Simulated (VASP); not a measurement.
## BeS: single point with PBE

The system is BeS.

```
CELL_PARAMETERS angstrom
0.00000 2.42500 2.38863
2.42500 0.00000 2.38863
2.42500 2.42500 0.00000
ATOMIC_POSITIONS crystal
Be 0.00000 0.00000 0.00000
S 0.75000 0.75000 0.75000
```

This cell differs from its parent crystal: strain +0.000 along x and y, -0.015 along z.

```json
{
 "Program": "VASP 6.6.1",
 "Task": "single point",
 "Functional": "PBE",
 "Potentials or basis": "VASP PAW PBE potentials, release 64 (Be, S)",
 "Cutoff": "520 eV",
 "k mesh": "8 × 8 × 8",
 "Occupations": "gaussian, width 0.05 eV",
 "Spin": "no spin polarisation"
}
```

The pressure is 3.1 GPa. The band gap on the k mesh is 2.94 eV, indirect (least direct gap 5.60 eV).

Stress tensor (GPa, compression positive):
```
2.60 0.00 0.00
0.00 2.60 0.00
0.00 0.00 4.04
```

Levels at points of the mesh, in eV from the valence-band top:
```
           k point  band 1  band 2  band 3  band 4  band 5  band 6  band 7  band 8
(0.00, 0.00, 0.00)  -13.85   -0.08   -0.08    0.00    5.60    5.62    5.62    5.96
(0.50, 0.00, 0.00)  -12.20   -5.94   -1.18   -1.04    5.46    6.44    6.59   11.23
(0.50, 0.50, 0.00)  -11.59   -5.08   -2.83   -2.83    2.94    4.76   12.85   12.85
(0.50, 0.00, 0.50)  -11.66   -5.18   -2.72   -2.69    3.06    4.90   12.80   12.88
```

Run time: 12 s on 1 thread of Intel(R) Xeon(R) 6975P-C (Granite Rapids), on a shared host, peak memory 0.15 GiB.

Caveat: the cell differs from its parent crystal (strain +0.000 along x and y, -0.015 along z). A k mesh can miss the band edges.
